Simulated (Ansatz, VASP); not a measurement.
# ZrInBr3 in VASP and in Ansatz

```
Zr In Br
1.0
     5.55231    0.00000    0.00000
     0.00000    5.55231    0.00000
     0.00000    0.00000    5.55231
Zr In Br
1 1 3
Direct
  0.00000 0.00000 0.00000
  0.50000 0.50000 0.50000
  0.00000 0.50000 0.50000
  0.50000 0.00000 0.50000
  0.50000 0.50000 0.00000
```

Change from the starting cell: species swapped into the RbHgF3 type (Pm-3m, No. 221).

Alike in both runs: task single point; functional PBE; k mesh 4 × 4 × 4; occupations gaussian, width 0.1 eV; collinear spin.

|  | VASP | Ansatz |
| --- | --- | --- |
| version | VASP 6.6.1 | Ansatz 0.2.0 |
| potentials or method | VASP PAW PBE potentials, release 64 (Zr_sv, In_d, Br), cutoff 520 eV | scalar-relativistic, plane waves, PAW |
| valence electrons in the cell | 46 | 46 |

```tsv
	VASP	Ansatz	Ansatz less VASP
gap on the k mesh at the Fermi level (eV)	none	none	-
pressure (GPa)	0.9	0.9	+0.01
net moment per atom (μB)	0.58	0.58	0.000
size of the moment on the site where the two differ most (μB)	1.75	2.27	+0.514
```

Site moments also hang on the region over which each program counts them. A gap of «none» marks a metal or a gap that the smearing closes.
